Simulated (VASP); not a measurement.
# BiTe (Fm-3m) in VASP: settings compared, part 2 of 2

VASP 6.6.1. Earlier steps stand in the parts before.

**4. Single point, PBE, collinear spin, zero start**

File INCAR:

```
PREC = Accurate
ENCUT = 500
EDIFF = 1E-6
ISMEAR = 0
SIGMA = 0.1
LREAL = False
LASPH = True
NELM = 200
ALGO = Normal
ISIF = 2
LWAVE = False
LCHARG = True
ISPIN = 2
MAGMOM = 0 0
LORBIT = 11
GGA = PE
LELF = True
LVHAR = True
NBANDS = 22
GGA_COMPAT = False
```

File KPOINTS:

```
Automatic mesh
0
Gamma
  4 4 4
```

File POSCAR:

```
BiTe
1.0
    0.0000000000      3.2350000000      3.2350000000
    3.2350000000      0.0000000000      3.2350000000
    3.2350000000      3.2350000000      0.0000000000
Bi Te
1 1
Direct
    0.0000000000      0.0000000000      0.0000000000
    0.5000000000      0.5000000000      0.5000000000
```

Run with:

```bash
cat potpaw_PBE.64/Bi_d/POTCAR potpaw_PBE.64/Te/POTCAR > POTCAR
mpirun -np 1 vasp_std > vasp.out
```

Wall time 55 s (1 thread of AMD EPYC 7R13, shared host); peak memory 0.21 GiB.

The run converged. Its results:

| Property | Result |
| --- | --- |
| Free energy | -7.2057 eV |
| Pressure | 0.6 GPa |
| Net moment | 0.00 μB per cell |
| Valence electrons inside the program's atomic spheres | Bi 12.71; Te 3.32 |

Levels at points of the mesh, in eV from the Fermi level:
Spin up:
```csv
k point,band 6,band 7,band 8,band 9,band 10,band 11,band 12,band 13,band 14,band 15
"(0.00, 0.00, 0.00)",-13.49,-8.10,-2.52,-2.52,-2.52,2.19,2.19,2.19,4.70,4.70
"(0.50, 0.00, 0.00)",-11.55,-11.21,-1.89,-1.89,-1.57,-0.78,-0.59,-0.59,7.36,7.81
"(0.50, 0.50, 0.00)",-11.74,-9.92,-5.63,-3.99,-3.99,2.28,3.62,3.62,4.99,8.69
```
Spin down:
| k point | band 8 | band 9 | band 10 | band 11 | band 12 | band 13 |
| --- | --- | --- | --- | --- | --- | --- |
| (0.00, 0.00, 0.00) | -2.52 | -2.52 | -2.52 | 2.19 | 2.19 | 2.19 |
| (0.50, 0.00, 0.00) | -1.89 | -1.89 | -1.57 | -0.78 | -0.59 | -0.59 |
| (0.50, 0.50, 0.00) | -5.63 | -3.99 | -3.99 | 2.28 | 3.62 | 3.62 |

Caveat: the k points lie up to 0.42 Å⁻¹ apart; spin-orbit coupling is left out, which moves the levels of the heavy elements.

**5. Single point, PBE, collinear spin, ferromagnetic start**

File INCAR:

```
ALGO = Normal
EDIFF = 1E-6
ENCUT = 500
GGA = PE
GGA_COMPAT = F
ISIF = 2
ISMEAR = 0
ISPIN = 2
LASPH = T
LCHARG = F
LORBIT = 11
LREAL = F
LWAVE = F
MAGMOM = -5 0
NBANDS = 22
NELM = 200
PREC = Accurate
SIGMA = 0.1
```

File KPOINTS:

```
k-points
0
Gamma
  4 4 4
```

POSCAR is that of step 4.

Potentials or basis: VASP PAW PBE potentials, release 64 (Bi_d, Te).

Run with:

```bash
cat potpaw_PBE.64/Bi_d/POTCAR potpaw_PBE.64/Te/POTCAR > POTCAR
mpirun -np 1 vasp_std > vasp.out
```

OUTCAR:

```text
EDIFF = 1E-6
   ENCUT = 500
   GGA = PE
   ISIF = 2
   ISMEAR = 0
   ISPIN = 2
   LASPH = T
   LORBIT = 11
   LREAL = F
   NELM = 200
   PREC = Accurate

 ion  position               nearest neighbor table
   1  0.000  0.000  0.000-   2 3.23   2 3.23   2 3.23   2 3.23   2 3.23   2 3.23
   2  0.500  0.500  0.500-   1 3.23   1 3.23   1 3.23   1 3.23   1 3.23   1 3.23

  LATTYP: Found a face centered cubic cell.
 ALAT       =     6.4700000000
[... 600 lines left out ...]
  in kB        6.0877217      6.0877217      6.0877217      0.0000000      0.0000000      0.0000000
  external PRESSURE =       6.0877217 kB  Pullay stress =       0.0000000 kB

 VOLUME and BASIS-vectors are now :
 -----------------------------------------------------------------------------
  energy-cutoff  :      500.00
  volume of cell :       67.71
      direct lattice vectors                 reciprocal lattice vectors
     0.000000000  3.235000000  3.235000000    -0.154559505  0.154559505  0.154559505
     3.235000000  0.000000000  3.235000000     0.154559505 -0.154559505  0.154559505
     3.235000000  3.235000000  0.000000000     0.154559505  0.154559505 -0.154559505

 POSITION                                       TOTAL-FORCE (eV/Angst)
 -----------------------------------------------------------------------------------
      0.00000      0.00000      0.00000         0.000000     -0.000000     -0.000000
      3.23500      3.23500      3.23500        -0.000000      0.000000      0.000000
 -----------------------------------------------------------------------------------
    total drift:                               -0.000000      0.000000      0.000000

  FREE ENERGIE OF THE ION-ELECTRON SYSTEM (eV)
  ---------------------------------------------------
  free  energy   TOTEN  =        -7.2057353060 eV

  energy  without entropy=       -7.1880596395  energy(sigma->0) =       -7.19689747

 total charge

# of ion       s       p       d       tot
------------------------------------------
    1        1.570   1.213   9.923  12.707
    2        1.409   1.874   0.038   3.322
--------------------------------------------------
tot          2.979   3.088   9.962  16.028

 magnetization (x)

# of ion       s       p       d       tot
------------------------------------------
    1       -0.000  -0.001  -0.000  -0.001
    2       -0.000  -0.000  -0.000  -0.000
--------------------------------------------------
tot         -0.000  -0.001  -0.000  -0.001
```

stdout:

```text
POSCAR found type information on POSCAR BiTe
 POSCAR found :  2 types and       2 ions
 scaLAPACK will be used
 LDA part: xc-table for (Slater+PW92), standard interpolation
 POSCAR, INCAR and KPOINTS ok, starting setup
 FFT: planning ... GRIDC
 FFT: planning ... GRID_SOFT
 FFT: planning ... GRID
 WAVECAR not read
 entering main loop
```

It took 63 s on 1 thread of AMD EPYC 7R13, shared host; peak memory 0.21 GiB.

Results:

- Free energy: -7.2057 eV
- Pressure: 0.6 GPa
- Net moment: 0.00 μB per cell
- Valence electrons inside the program's atomic spheres: Bi 12.71; Te 3.32

Caveat: the k points lie up to 0.42 Å⁻¹ apart; spin-orbit coupling is left out, which moves the levels of the heavy elements.

**6. Overview**

| level | potentials or basis | spin | gap on the mesh (eV) | pressure (GPa) | moment (μB) |
| --- | --- | --- | --- | --- | --- |
| LDA | VASP PAW LDA potentials, release 64 (Bi_d, Te) | off | none | -2.8 | - |
| PBE | VASP PAW PBE potentials, release 64 (Bi_d, Te) | collinear, zero start | none | 0.6 | 0.00 |
| PBE | VASP PAW PBE potentials, release 64 (Bi_d, Te) | collinear, ferromagnetic start | none | 0.6 | 0.00 |

Alike in all rows: task single point; cell as given; k mesh 4 × 4 × 4; cutoff (eV) 500; smearing gaussian 0.1 eV.

Caveats: all runs use coarse meshes; spin-orbit coupling is left out, which moves the levels of the heavy elements.

Total energies depend on the potentials used, so only differences within one code and one set of settings carry meaning.
